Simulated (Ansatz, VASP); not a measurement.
## InSe: VASP beside Ansatz

File POSCAR:

```
InSe
1.0
    5.7476481863     -2.0268800245      0.0000000000
    5.7476481863      2.0268800245      0.0000000000
   -1.6999432264      0.0000000000      4.7068622790
In Se
2 2
Direct
    0.8882032500      0.8882032500      0.0468413600
    0.1117967500      0.1117967500      0.9531586400
    0.6609275900      0.6609275900      0.6689556200
    0.3390724100      0.3390724100      0.3310443800
```

File INCAR.step1:

```
SYSTEM = InSe
  PREC = Accurate
  ENCUT = 520
  ISMEAR = -1
  SIGMA = 0.05
  LREAL = .FALSE.
  LASPH = .TRUE.
  NELM = 100
  NBANDS = 27
  GGA = PE
  ALGO = Normal
  EDIFF = 1E-4
  LWAVE = .TRUE.
  LCHARG = .FALSE.
```

File INCAR.step2:

```
SYSTEM = InSe
  PREC = Accurate
  ENCUT = 520
  EDIFF = 1E-6
  ISMEAR = -1
  SIGMA = 0.05
  LREAL = .FALSE.
  LASPH = .TRUE.
  NELM = 100
  ALGO = Normal
  ISIF = 2
  LWAVE = .FALSE.
  LCHARG = .FALSE.
  METAGGA = R2SCAN
  LMIXTAU = .TRUE.
  NBANDS = 27
  ISTART = 1
```

Contents of KPOINTS:

```
regular mesh
0
G
  7 7 6
  0 0 0
```

The input input.yaml:

```yaml
crystal:
  lattice:
    - [5.7476481863, -2.0268800245, 0.0]
    - [5.7476481863, 2.0268800245, 0.0]
    - [-1.6999432264, 0.0, 4.706862279]
  atoms:
    - { symbol: In, position: [0.88820325, 0.88820325, 0.04684136] }
    - { symbol: In, position: [0.11179675, 0.11179675, 0.95315864] }
    - { symbol: Se, position: [0.66092759, 0.66092759, 0.66895562] }
    - { symbol: Se, position: [0.33907241, 0.33907241, 0.33104438] }
hamiltonian:
  xc: r2scan
  pseudopotentials: { kind: paw }
kpoints:
  mp_grid: { grid: [7, 7, 6] }
scf:
  occupations: { method: fermi_dirac, width: 0.05 }
output:
  forces: true
  stress: true
  eigenvalues: true
```

Alike in both runs: task single point; functional r2SCAN; k mesh 7 × 7 × 6; occupations fermi-dirac, width 0.05 eV; no spin polarisation.

|  | VASP | Ansatz |
| --- | --- | --- |
| version | VASP 6.6.1 | Ansatz 0.2.0 |
| potentials or method | VASP PAW PBE potentials, release 64 (In_d, Se) | Ansatz PAW |
| plane-wave cutoff (eV) | 520 | 500 |
| valence electrons in the cell | 38 | 58 |

|  | VASP | Ansatz | Ansatz less VASP |
| --- | --- | --- | --- |
| gap on the k mesh at the Fermi level (eV) | 1.58 | 1.59 | +0.004 |
| least direct gap on the mesh (eV) | 1.76 | 1.77 | +0.004 |
| pressure (GPa) | 2.3 | 2.3 | -0.05 |
| traceless stress, the component that is largest in VASP (GPa) | -0.33 | -0.32 | +0.014 |
| rms of the force components (eV/Å) | 0.163 | 0.155 | -0.0078 |

VASP's potentials were made for PBE, not for r2SCAN. Atom by atom the forces differ by 0.008 eV/Å (rms over components). With one functional, cell and mesh, what is left measures potentials, basis and numerics. VASP's potentials hold 38 valence electrons a cell and Ansatz's 58, so a difference there can come from the potentials and not from the codes.

Noted on Ansatz's run: odd divisions of the mesh miss points on the zone boundary, where band edges often lie, so the gap on the mesh can be too wide.
